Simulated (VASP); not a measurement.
# Mn: single point with LDA

Crystal: Mn.

```xyz
2
Lattice="2.3997 0.0000 0.0000 -1.1999 2.0782 0.0000 0.0000 0.0000 3.8696" Properties=species:S:1:pos:R:3 pbc="T T T"
Mn    0.0000    1.3855    0.9674
Mn    1.1999    0.6927    2.9022
```

This cell differs from its parent crystal: volume scaled by 0.96.

* Program: VASP 6.6.1
* Task: single point
* Functional: LDA
* Potentials or basis: VASP PAW LDA potentials, release 64 (Mn_pv)
* Cutoff: 520 eV
* k mesh: 17 × 17 × 9
* Occupations: fermi-dirac, width 0.1 eV
* Spin: no spin polarisation
* Dipole correction: no
* Further INCAR settings: ALGO = Normal; EDIFF = 1e-07; NBANDS = 20

```json
{"Pressure": "15.4 GPa", "Band gap on the k mesh": "zero (band 13 reaches 12.90 eV, above the bottom of band 14 at 10.61 eV)"}
```

Stress tensor (GPa, compression positive):
```
15.40  0.00  0.00
 0.00 15.40  0.00
 0.00  0.00 15.27
```

Levels at points of the mesh, in eV from the Fermi level:
```tsv
k point	band 9	band 10	band 11	band 12	band 13	band 14	band 15	band 16	band 17	band 18
(0.00, 0.00, 0.00)	-1.14	-1.14	-1.12	-0.58	-0.58	0.01	0.01	1.08	1.86	1.86
```

It took 28 s on 1 thread of AMD EPYC 9R45 96-Core Processor (Zen 5), with other jobs on the host, peak memory 0.13 GiB.

Caveat: the run has no spin polarisation, though such a crystal can be magnetic. Spin polarisation is off, so any magnetic state and its effect on volume and gap are missing.
